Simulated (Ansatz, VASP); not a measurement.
## Two plane-wave programs on Ag

```
Ag
1.0
     0.00000    2.04275    2.04275
     2.04275    0.00000    2.04275
     2.04275    2.04275    0.00000
Ag
1
Direct
  0.00000 0.00000 0.00000
```

Alike in both runs: functional PBEsol; k mesh 6 × 6 × 6; occupations fermi-dirac, width 0.05 eV; no spin polarisation.

|  | VASP | Ansatz |
| --- | --- | --- |
| version | VASP 6.6.1 | Ansatz 0.2.0 |
| potentials or method | VASP PAW PBE potentials, release 64 (Ag) | Ansatz PAW |
| plane-wave cutoff (eV) | 520 | 420 |
| valence electrons in the cell | 11 | 19 |
| task | single point | projected density of states |

|  | VASP | Ansatz | Ansatz less VASP |
| --- | --- | --- | --- |
| gap on the k mesh at the Fermi level (eV) | none | none | - |
| pressure (GPa) | -2.0 | -1.8 | +0.21 |

VASP's potentials were made for PBE, not for PBEsol. A gap of «none» marks a metal or a gap that the smearing closes. The functional is the same, so the differences come from potentials, cutoffs and numerics. VASP's potentials hold 11 valence electrons a cell and Ansatz's 19, so a difference there can come from the potentials and not from the codes.

The k mesh is coarse, so the values compare programs but aren't converged.
